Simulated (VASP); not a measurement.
# MgNi3C (Pm-3m) in VASP: further runs

MgNi3C is run at these levels: LDA; tasks: single point, relaxation of volume and atoms at fixed shape.

Program: VASP 6.6.1. These are calculated values, not measurements. Logs are shortened: lines on timing, memory, paths and dates and some standing lists are left out, and cuts for length are marked.

### Step 1. The cell of the first run

The structure is cubic, space group Pm-3m (No. 221). The conventional cell has a = 3.733 Å, b = 3.733 Å, c = 3.733 Å, α = 90.00°, β = 90.00°, γ = 90.00°. Within 3.5 Å of Mg (site symmetry m-3m) lie 12 Ni at 2.64 Å and 8 C at 3.23 Å. Ni (site symmetry 4/mmm) has 2 C at 1.87 Å within 2.5 Å. C (site symmetry m-3m) has 6 Ni at 1.87 Å within 2.5 Å.

### Step 2. Single point, LDA, collinear spin, ferromagnetic start

INCAR reads:

```
PREC = Accurate
ENCUT = 520
EDIFF = 1E-6
ISMEAR = 1
SIGMA = 0.05
LREAL = False
LASPH = True
NELM = 150
ALGO = Normal
ISIF = 2
LWAVE = False
LCHARG = False
ISPIN = 2
MAGMOM = 0 1.5 1.5 1.5 0
LORBIT = 11
LMAXMIX = 4
NBANDS = 30
```

KPOINTS reads:

```
Automatic mesh
0
Gamma
  5 5 5
```

POSCAR reads:

```
MgNi3C
1.0
    3.7331970133      0.0000000000      0.0000000000
    0.0000000000      3.7331970133      0.0000000000
    0.0000000000      0.0000000000      3.7331970133
Mg Ni C
1 3 1
Direct
    0.0000000000      0.0000000000      0.0000000000
    0.0000000000      0.5000000000      0.5000000000
    0.5000000000      0.0000000000      0.5000000000
    0.5000000000      0.5000000000      0.0000000000
    0.5000000000      0.5000000000      0.5000000000
```

Potentials or basis: VASP PAW LDA potentials, release 64 (Mg, Ni, C).

Started as:

```
$ cat potpaw_LDA.64/Mg/POTCAR potpaw_LDA.64/Ni/POTCAR potpaw_LDA.64/C/POTCAR > POTCAR
$ mpirun -np 1 vasp_std > vasp.out
```

OUTCAR:

```text
PREC = Accurate
   ENCUT = 520
   EDIFF = 1E-6
   ISMEAR = 1
   LREAL = False
   LASPH = True
   NELM = 150
   ISIF = 2
   ISPIN = 2
   LORBIT = 11

 ion  position               nearest neighbor table
   1  0.000  0.000  0.000-   2 2.64   3 2.64   4 2.64   2 2.64   3 2.64   2 2.64   4 2.64   2 2.64
                             3 2.64   4 2.64   3 2.64   4 2.64
   2  0.000  0.500  0.500-   5 1.87   5 1.87   4 2.64   1 2.64   1 2.64   4 2.64   1 2.64   3 2.64
                             1 2.64   3 2.64   4 2.64   3 2.64   4 2.64   3 2.64
   3  0.500  0.000  0.500-   5 1.87   5 1.87   4 2.64   1 2.64   1 2.64   4 2.64   2 2.64   4 2.64
                             2 2.64   4 2.64   1 2.64   2 2.64   1 2.64   2 2.64
   4  0.500  0.500  0.000-   5 1.87   5 1.87   3 2.64   1 2.64   2 2.64   3 2.64   2 2.64   1 2.64
                             3 2.64   3 2.64   1 2.64   2 2.64   2 2.64   1 2.64
   5  0.500  0.500  0.500-   2 1.87   3 1.87   4 1.87   4 1.87   3 1.87   2 1.87

  LATTYP: Found a simple cubic cell.
 ALAT       =     3.7331970133

  Lattice vectors:

 A1 = (   3.7331970133,   0.0000000000,   0.0000000000)
 A2 = (   0.0000000000,   3.7331970133,   0.0000000000)
 A3 = (   0.0000000000,   0.0000000000,   3.7331970133)

Analysis of symmetry for initial positions (statically):
=====================================================================
 Subroutine PRICEL returns:
 Original cell was already a primitive cell.

 Routine SETGRP: Setting up the symmetry group for a
 simple cubic supercell.

 Subroutine GETGRP returns: Found 48 space group operations
 (whereof 48 operations were pure point group operations)
 out of a pool of 48 trial point group operations.

The static configuration has the point symmetry O_h .

Analysis of symmetry for dynamics (positions and initial velocities):
=====================================================================
 Subroutine PRICEL returns:
 Original cell was already a primitive cell.

 Routine SETGRP: Setting up the symmetry group for a
 simple cubic supercell.

 Subroutine GETGRP returns: Found 48 space group operations
 (whereof 48 operations were pure point group operations)
 out of a pool of 48 trial point group operations.

The dynamic configuration has the point symmetry O_h .

Analysis of structural, dynamic, and magnetic symmetry:
=====================================================================
 Subroutine PRICEL returns:
 Original cell was already a primitive cell.

 Routine SETGRP: Setting up the symmetry group for a
 simple cubic supercell.

 Subroutine GETGRP returns: Found 48 space group operations
 (whereof 48 operations were pure point group operations)
 out of a pool of 48 trial point group operations.

The overall configuration has the point symmetry O_h .

 Subroutine INISYM returns: Found 48 space group operations
 (whereof 48 operations are pure point group operations),
 and found     1 'primitive' translations

----------------------------------------------------------------------------------------

                                     Primitive cell

  volume of cell :      52.0287

  direct lattice vectors                    reciprocal lattice vectors
     3.733197013  0.000000000  0.000000000     0.267866924  0.000000000  0.000000000
     0.000000000  3.733197013  0.000000000     0.000000000  0.267866924  0.000000000
     0.000000000  0.000000000  3.733197013     0.000000000  0.000000000  0.267866924

  length of vectors
     3.733197013  3.733197013  3.733197013     0.267866924  0.267866924  0.267866924

  position of ions in fractional coordinates (direct lattice)
     0.000000000  0.000000000  0.000000000
     0.000000000  0.500000000  0.500000000
     0.500000000  0.000000000  0.500000000
     0.500000000  0.500000000  0.000000000
     0.500000000  0.500000000  0.500000000

  ion indices of the primitive-cell ions
   primitive index   ion index
                 1           1
                 2           2
                 3           3
                 4           4
                 5           5

----------------------------------------------------------------------------------------

 KPOINTS: Automatic mesh

Automatic generation of k-mesh.
 Grid dimensions read from file:
 generate k-points for:    5    5    5

 Generating k-lattice:

  Cartesian coordinates                     Fractional coordinates (reciprocal lattice)
     0.053573385  0.000000000  0.000000000     0.200000000  0.000000000  0.000000000
     0.000000000  0.053573385  0.000000000     0.000000000  0.200000000  0.000000000
     0.000000000  0.000000000  0.053573385     0.000000000  0.000000000  0.200000000

  Length of vectors
     0.053573385  0.053573385  0.053573385

  Shift w.r.t. Gamma in fractional coordinates (k-lattice)
     0.000000000  0.000000000  0.000000000

 Subroutine IBZKPT returns following result:
 ===========================================

 Found     10 irreducible k-points:

 Following reciprocal coordinates:
            Coordinates               Weight
  0.000000  0.000000  0.000000      1.000000
  0.200000  0.000000  0.000000      6.000000
  0.400000  0.000000  0.000000      6.000000
  0.200000  0.200000  0.000000     12.000000
  0.400000  0.200000  0.000000     24.000000
  0.400000  0.400000  0.000000     12.000000
  0.200000  0.200000  0.200000      8.000000
  0.400000  0.200000  0.200000     24.000000
  0.400000  0.400000  0.200000     24.000000
  0.400000  0.400000  0.400000      8.000000
   k-points           NKPTS =     10   k-points in BZ     NKDIM =     10   number of bands    NBANDS=     30
   number of dos      NEDOS =    301   number of ions     NIONS =      5
   total plane-waves  NPLWV =  21952
   dimension x,y,z NGX =    28 NGY =   28 NGZ =   28
   dimension x,y,z NGXF=    56 NGYF=   56 NGZF=   56
   ions per type =               1   3   1
   NGX,Y,Z   is equivalent  to a cutoff of  12.47, 12.47, 12.47 a.u.
   NGXF,Y,Z  is equivalent  to a cutoff of  24.94, 24.94, 24.94 a.u.
 SYSTEM =  unknown system
   PREC   = accura    normal or accurate (medium, high low for compatibility)
   ISTART =      0    job   : 0-new  1-cont  2-samecut
   ICHARG =      2    charge: 1-file 2-atom 10-const
   ISPIN  =      2    spin polarized calculation?
   LNONCOLLINEAR =      F non collinear calculations
   LSORBIT =      F    spin-orbit coupling
   LASPH  =      T    aspherical Exc in radial PAW
   ENCUT  =  520.0 eV  38.22 Ry    6.18 a.u.   6.94  6.94  6.94*2*pi/ulx,y,z
   NELM   =    150;   NELMIN=  2; NELMDL= -5     # of ELM steps
   EDIFF  = 0.1E-05   stopping-criterion for ELM
   LREAL  =      F    real-space projection
   EDIFFG = 0.1E-04   stopping-criterion for IOM
   NSW    =      0    number of steps for IOM
   IBRION =     -1    ionic relax: 0-MD 1-quasi-New 2-CG
   NFREE  =      0    steps in history (QN), initial steepest desc. (CG)
   ISIF   =      2    stress and relaxation
   ISYM   =      2    0-nonsym 1-usesym 2-fastsym
   POTIM  = 0.5000    time-step for ionic-motion
   TEBEG  =    0.0;   TEEND  =   0.0 temperature during run
   PSTRESS=    0.0 pullay stress
   NELECT =      36.0000    total number of electrons
   NUPDOWN=      -1.0000    fix difference up-down
   EMIN   =  10.00;   EMAX   =-10.00  energy-range for DOS
   EFERMI =   0.00;   METHOD = LEGACY
   ISMEAR =     1;   SIGMA  =   0.05  broadening in eV -4-tet -1-fermi 0-gaus
   EFERMI_NEDOS =   21; number of points for ismear=-14 and -15
   IALGO  =     38    algorithm
   IMIX   =      4    mixing-type and parameters
     AMIX     =   0.40;   BMIX     =  1.00
     AMIX_MAG =   1.60;   BMIX_MAG =  1.00
  volume/ion in A,a.u.               =      10.41        70.22
  Fermi-wavevector in a.u.,A,eV,Ry     =   1.447976  2.736278 28.526452  2.096635
  Thomas-Fermi vector in A             =   2.565870
   LORBIT       =     11    0 simple, 1 ext, 2 COOP (PROOUT), +10 PAW based schemes
   GGA     = CA    functional components
   LHFCALC =     F    Hartree Fock is set to
   AEXX    =    0.0000 exact exchange contribution
   IVDW    =     0    specifies the selected vdW correction
   LEPSILON=     F    determine dielectric tensor
   LRPA    =     F    only Hartree local field effects (RPA)
 spin polarized calculation
 Methfessel and Paxton  Order N= 1 SIGMA  =   0.05
  energy-cutoff  :      520.00
  volume of cell :       52.03
 maximum number of plane-waves:      1412
 NGX is ok and might be reduce to    28
   NGX = 13   NGY = 13   NGZ = 13

 number of electron      35.9999918 magnetization       0.6649175

 Free energy of the ion-electron system (eV)
  ---------------------------------------------------
  ext. energy  EPLUGINS =         0.00000000
  ---------------------------------------------------
  free energy    TOTEN  =       -32.83783927 eV

  energy without entropy =      -32.83662370  energy(sigma->0) =      -32.83743408

 E-fermi :   8.1935     XC(G=0): -12.7081

 val. band max:        8.1754662790   @ k =   0.4000   0.4000   0.0000
 cond. band min:       8.2064667510   @ k =   0.4000   0.4000   0.4000
 fundamental gap:      0.0310004720
 Fermi energy:         8.1934536172

 spin component 1

 k-point     1 :       0.0000    0.0000    0.0000
  band No.  band energies     occupation
      1      -5.6614      1.00000
      2       1.5987      1.00000
      3       4.4445      1.00000
      4       4.4445      1.00000
      5       4.4445      1.00000
      6       4.5868      1.00000
[... 22 lines left out ...]
     29      22.1913      0.00000
     30      22.1913      0.00000

 k-point     2 :       0.2000    0.0000    0.0000
  band No.  band energies     occupation
      1      -5.4041      1.00000
      2       1.6831      1.00000
      3       3.2926      1.00000
      4       3.9085      1.00000
      5       3.9085      1.00000
      6       4.5105      1.00000
[... 256 lines left out ...]
 k-point    10 :       0.4000    0.4000    0.4000
  band No.  band energies     occupation
      1      -3.2918      1.00000
      2       0.9938      1.00000
      3       0.9938      1.00000
      4       1.1168      1.00000
      5       4.0739      1.00000
      6       5.1899      1.00000
[... 22 lines left out ...]
     29      23.9783      0.00000
     30      25.8488      0.00000
 Fermi energy:         8.1934536172

 spin component 2

 k-point     1 :       0.0000    0.0000    0.0000
  band No.  band energies     occupation
      1      -5.5746      1.00000
      2       1.6617      1.00000
      3       4.6251      1.00000
      4       4.6251      1.00000
      5       4.6251      1.00000
      6       4.6705      1.00000
[... 22 lines left out ...]
     29      22.2588      0.00000
     30      22.2588      0.00000

 k-point     2 :       0.2000    0.0000    0.0000
  band No.  band energies     occupation
      1      -5.3160      1.00000
      2       1.7416      1.00000
      3       3.3849      1.00000
      4       4.0385      1.00000
      5       4.0385      1.00000
      6       4.6947      1.00000
[... 256 lines left out ...]
 k-point    10 :       0.4000    0.4000    0.4000
  band No.  band energies     occupation
      1      -3.1949      1.00000
      2       1.1028      1.00000
      3       1.1028      1.00000
      4       1.2248      1.00000
      5       4.1520      1.00000
      6       5.3063      1.00000
[... 22 lines left out ...]
     29      24.0113      0.00000
     30      25.9134      0.00000

------------------------ aborting loop because EDIFF is reached ----------------------------------------

  FORCE on cell =-STRESS in cart. coord.  units (eV):
  Direction    XX          YY          ZZ          XY          YZ          ZX
  --------------------------------------------------------------------------------------
  -------------------------------------------------------------------------------------
  Total       -0.0409499     -0.0409499     -0.0409499     -0.0000000      0.0000000     -0.0000000
  in kB       -1.2610155     -1.2610155     -1.2610155     -0.0000000      0.0000000     -0.0000000
  external PRESSURE =      -1.2610155 kB  Pullay stress =       0.0000000 kB

 VOLUME and BASIS-vectors are now :
 -----------------------------------------------------------------------------
  energy-cutoff  :      520.00
  volume of cell :       52.03
      direct lattice vectors                 reciprocal lattice vectors
     3.733197013  0.000000000  0.000000000     0.267866924  0.000000000  0.000000000
     0.000000000  3.733197013  0.000000000     0.000000000  0.267866924  0.000000000
     0.000000000  0.000000000  3.733197013     0.000000000  0.000000000  0.267866924

 POSITION                                       TOTAL-FORCE (eV/Angst)
 -----------------------------------------------------------------------------------
      0.00000      0.00000      0.00000         0.000000      0.000000      0.000000
      0.00000      1.86660      1.86660         0.000000      0.000000      0.000000
      1.86660      0.00000      1.86660         0.000000      0.000000      0.000000
      1.86660      1.86660      0.00000         0.000000      0.000000      0.000000
      1.86660      1.86660      1.86660         0.000000      0.000000      0.000000
 -----------------------------------------------------------------------------------
    total drift:                                0.000000      0.000000      0.000000

  FREE ENERGIE OF THE ION-ELECTRON SYSTEM (eV)
  ---------------------------------------------------
  free  energy   TOTEN  =       -32.8378392705 eV

  energy  without entropy=      -32.8366236976  energy(sigma->0) =      -32.83743408

 total charge

# of ion       s       p       d       tot
------------------------------------------
    1        0.201   0.191   0.041   0.434
    2        0.497   0.635   8.497   9.629
    3        0.497   0.635   8.497   9.629
    4        0.497   0.635   8.497   9.629
    5        0.872   1.567   0.000   2.439
--------------------------------------------------
tot          2.564   3.663  25.531  31.758

 magnetization (x)

# of ion       s       p       d       tot
------------------------------------------
    1       -0.002   0.003  -0.000   0.001
    2        0.006   0.014   0.176   0.196
    3        0.006   0.014   0.176   0.196
    4        0.006   0.014   0.176   0.196
    5        0.002   0.046   0.000   0.048
--------------------------------------------------
tot          0.019   0.091   0.527   0.636
```

Run time: 21 s. Hardware: 1 thread of AMD EPYC 9R14 (Zen 4), shared host; peak memory 0.13 GiB.

Results:

```yaml
Free_energy: -32.8378 eV
Pressure: -0.1 GPa
Net_moment: 0.66 μB per cell
Site_moments: Mg +0.00; Ni +0.20; C +0.05 μB
Valence_electrons_inside_the_program's_atomic_spheres: Mg 0.43; Ni 9.63; C 2.44
```

Levels at points of the mesh, in eV from the Fermi level:
Spin up:
```tsv
k point	band 16	band 17	band 18	band 19	band 20	band 21	band 22	band 23
(0.00, 0.00, 0.00)	-0.93	-0.93	-0.93	-0.62	3.58	5.27	5.27	5.45
```
Spin down:
```csv
k point,band 14,band 15,band 16,band 17,band 18,band 19,band 20,band 21,band 22,band 23
"(0.00, 0.00, 0.00)",-1.45,-1.45,-0.69,-0.69,-0.69,-0.44,3.71,5.36,5.36,5.50
```

(Part 1 of 2 ends here.)
